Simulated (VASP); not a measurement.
# Al2Au (Fm-3m) in VASP: further runs, part 2 of 2

VASP 6.6.1. The steps go on from the part before.

**3. Electric field gradients, LDA (volume scaled by 0.98)**

INCAR

```
  PREC = Accurate
  ENCUT = 520
  EDIFF = 1E-8
  ISMEAR = -1
  SIGMA = 0.05
  LREAL = False
  LASPH = True
  NELM = 80
  ALGO = Normal
  ISIF = 2
  LWAVE = False
  LCHARG = False
  GGA = CA
  LEFG = True
  NBANDS = 16
```

KPOINTS

```
Automatic mesh
0
Gamma
  11 11 11
```

POSCAR

```
Al2Au
1.0
    0.0000000000      2.9798651651      2.9798651651
    2.9798651651      0.0000000000      2.9798651651
    2.9798651651      2.9798651651      0.0000000000
Al Au
2 1
Direct
    0.2500000000      0.2500000000      0.2500000000
    0.7500000000      0.7500000000      0.7500000000
    0.0000000000      0.0000000000      0.0000000000
```

Potentials or basis: VASP PAW LDA potentials, release 64 (Al, Au).

On the command line:

```bash
$ cat potpaw_LDA.64/Al/POTCAR potpaw_LDA.64/Au/POTCAR > POTCAR
$ mpirun -np 1 vasp_std > vasp.out
```

OUTCAR:

```text
PREC = Accurate
   ENCUT = 520
   EDIFF = 1E-8
   ISMEAR = -1
   LREAL = False
   LASPH = True
   NELM = 80
   ISIF = 2
   GGA = CA

 ion  position               nearest neighbor table
   1  0.250  0.250  0.250-   3 2.58   3 2.58   3 2.58   3 2.58   2 2.98   2 2.98   2 2.98   2 2.98
                             2 2.98   2 2.98
   2  0.750  0.750  0.750-   3 2.58   3 2.58   3 2.58   3 2.58   1 2.98   1 2.98   1 2.98   1 2.98
                             1 2.98   1 2.98
   3  0.000  0.000  0.000-   1 2.58   2 2.58   2 2.58   2 2.58   2 2.58   1 2.58   1 2.58   1 2.58

  LATTYP: Found a face centered cubic cell.
 ALAT       =     5.9597303302

  Lattice vectors:

 A1 = (   0.0000000000,   2.9798651651,   2.9798651651)
 A2 = (   2.9798651651,   0.0000000000,   2.9798651651)
 A3 = (   2.9798651651,   2.9798651651,   0.0000000000)

Analysis of symmetry for initial positions (statically):
=====================================================================
 Subroutine PRICEL returns:
 Original cell was already a primitive cell.

 Routine SETGRP: Setting up the symmetry group for a
 face centered cubic supercell.

 Subroutine GETGRP returns: Found 48 space group operations
 (whereof 48 operations were pure point group operations)
 out of a pool of 48 trial point group operations.

The static configuration has the point symmetry O_h .

Analysis of symmetry for dynamics (positions and initial velocities):
=====================================================================
 Subroutine PRICEL returns:
 Original cell was already a primitive cell.

 Routine SETGRP: Setting up the symmetry group for a
 face centered cubic supercell.

 Subroutine GETGRP returns: Found 48 space group operations
 (whereof 48 operations were pure point group operations)
 out of a pool of 48 trial point group operations.

The dynamic configuration has the point symmetry O_h .

 Subroutine INISYM returns: Found 48 space group operations
 (whereof 48 operations are pure point group operations),
 and found     1 'primitive' translations

----------------------------------------------------------------------------------------

                                     Primitive cell

  volume of cell :      52.9200

  direct lattice vectors                    reciprocal lattice vectors
     0.000000000  2.979865165  2.979865165    -0.167792827  0.167792827  0.167792827
     2.979865165  0.000000000  2.979865165     0.167792827 -0.167792827  0.167792827
     2.979865165  2.979865165  0.000000000     0.167792827  0.167792827 -0.167792827

  length of vectors
     4.214165731  4.214165731  4.214165731     0.290625701  0.290625701  0.290625701

  position of ions in fractional coordinates (direct lattice)
     0.250000000  0.250000000  0.250000000
     0.750000000  0.750000000  0.750000000
     0.000000000  0.000000000  0.000000000

  ion indices of the primitive-cell ions
   primitive index   ion index
                 1           1
                 2           2
                 3           3
[... 77 lines left out ...]
   NFREE  =      0    steps in history (QN), initial steepest desc. (CG)
   ISIF   =      2    stress and relaxation
   ISYM   =      2    0-nonsym 1-usesym 2-fastsym
   POTIM  = 0.5000    time-step for ionic-motion
   TEBEG  =    0.0;   TEEND  =   0.0 temperature during run
   PSTRESS=    0.0 pullay stress
   NELECT =      17.0000    total number of electrons
   NUPDOWN=      -1.0000    fix difference up-down
   EMIN   =  10.00;   EMAX   =-10.00  energy-range for DOS
   EFERMI =   0.00;   METHOD = LEGACY
   ISMEAR =    -1;   SIGMA  =   0.05  broadening in eV -4-tet -1-fermi 0-gaus
   EFERMI_NEDOS =   21; number of points for ismear=-14 and -15
   IALGO  =     38    algorithm
   IMIX   =      4    mixing-type and parameters
     AMIX     =   0.40;   BMIX     =  1.00
     AMIX_MAG =   1.60;   BMIX_MAG =  1.00
  volume/ion in A,a.u.               =      17.64       119.04
  Fermi-wavevector in a.u.,A,eV,Ry     =   1.121204  2.118768 17.103853  1.257098
  Thomas-Fermi vector in A             =   2.257856
   LORBIT       =      0    0 simple, 1 ext, 2 COOP (PROOUT), +10 PAW based schemes
   GGA     = CA    functional components
   LHFCALC =     F    Hartree Fock is set to
   AEXX    =    0.0000 exact exchange contribution
   IVDW    =     0    specifies the selected vdW correction
   LEPSILON=     F    determine dielectric tensor
   LRPA    =     F    only Hartree local field effects (RPA)
 non-spin polarized calculation
  energy-cutoff  :      520.00
  volume of cell :       52.92
 maximum number of plane-waves:      1437
   NGX = 15   NGY = 15   NGZ = 15

 number of electron      17.0000000 magnetization

 Free energy of the ion-electron system (eV)
  ---------------------------------------------------
  ext. energy  EPLUGINS =         0.00000000
  ---------------------------------------------------
  free energy    TOTEN  =       -14.28926413 eV

  energy without entropy =      -14.28084700  energy(sigma->0) =      -14.28505556

 E-fermi :   7.8716     XC(G=0): -10.8036

 val. band max:        7.8550253237   @ k =  -0.2727   0.2727   0.0000
 cond. band min:       7.8805842920   @ k =   0.4545   0.0909   0.0000
 fundamental gap:      0.0255589683
 Fermi energy:         7.8716433937

 k-point     1 :       0.0000    0.0000    0.0000
  band No.  band energies     occupation
      1      -2.8608      2.00000
      2       1.0931      2.00000
      3       1.0931      2.00000
      4       1.0931      2.00000
      5       2.0807      2.00000
      6       2.0807      2.00000
[... 433 lines left out ...]
      3       1.3199      2.00000
      4       1.3450      2.00000
      5       1.9638      2.00000
      6       2.1848      2.00000
[... 8 lines left out ...]
     15      14.8985      0.00000
     16      16.8095      0.00000

 [... further k-points ...]
[... 5 lines left out ...]
  --------------------------------------------------------------------------------------
  -------------------------------------------------------------------------------------
  Total        0.0000381      0.0000381      0.0000381      0.0000000     -0.0000000      0.0000000
  in kB        0.0011541      0.0011541      0.0011541      0.0000000     -0.0000000      0.0000000
  external PRESSURE =       0.0011541 kB  Pullay stress =       0.0000000 kB

 VOLUME and BASIS-vectors are now :
 -----------------------------------------------------------------------------
  energy-cutoff  :      520.00
  volume of cell :       52.92
      direct lattice vectors                 reciprocal lattice vectors
     0.000000000  2.979865165  2.979865165    -0.167792827  0.167792827  0.167792827
     2.979865165  0.000000000  2.979865165     0.167792827 -0.167792827  0.167792827
     2.979865165  2.979865165  0.000000000     0.167792827  0.167792827 -0.167792827

 POSITION                                       TOTAL-FORCE (eV/Angst)
 -----------------------------------------------------------------------------------
      1.48993      1.48993      1.48993        -0.000000      0.000000     -0.000000
      4.46980      4.46980      4.46980         0.000000      0.000000      0.000000
      0.00000      0.00000      0.00000        -0.000000     -0.000000      0.000000
 -----------------------------------------------------------------------------------
    total drift:                                0.000000     -0.000000      0.000000

  FREE ENERGIE OF THE ION-ELECTRON SYSTEM (eV)
  ---------------------------------------------------
  free  energy   TOTEN  =       -14.2892641281 eV

  energy  without entropy=      -14.2808469992  energy(sigma->0) =      -14.28505556

 Electric field gradients (V/A^2)
---------------------------------------------------------------------
 ion       V_xx      V_yy      V_zz      V_xy      V_xz      V_yz
---------------------------------------------------------------------
   1       0.000     0.000     0.000     0.000     0.000     0.000
   2       0.000     0.000     0.000     0.000     0.000     0.000
   3       0.000    -0.000     0.000     0.000     0.000     0.000
---------------------------------------------------------------------

 Electric field gradients after diagonalization (V/A^2)
 (convention: |V_zz| > |V_xx| > |V_yy|)
----------------------------------------------------------------------
 ion       V_xx      V_yy      V_zz     asymmetry (V_yy - V_xx)/ V_zz
----------------------------------------------------------------------
   1      -0.000    -0.000     0.000       0.000
   2      -0.000    -0.000     0.000       0.000
   3      -0.000    -0.000     0.001       0.000
----------------------------------------------------------------------

           NMR quadrupolar parameters

 Cq : quadrupolar parameter    Cq=e*Q*V_zz/h
 eta: asymmetry parameters     (V_yy - V_xx)/ V_zz
 Q  : nuclear electric quadrupole moment in mb (millibarn)
----------------------------------------------------------------------
 ion       Cq(MHz)       eta       Q (mb)
----------------------------------------------------------------------
   1       0.000       0.000       1.000
   2       0.000       0.000       1.000
   3       0.000       0.000       1.000
----------------------------------------------------------------------
```

Wall time 48 s (1 thread of AMD EPYC 7R43 (Zen 3), shared host); peak memory 0.14 GiB.

Results:

| Property | Result |
| --- | --- |
| Free energy | -14.2893 eV |
| Pressure | 0.0 GPa |

Caveat: without QUAD_EFG the Cq values of the log hold for a quadrupole moment of 1 mb, not for the nuclei; spin-orbit coupling is left out, which moves the levels of the heavy elements.
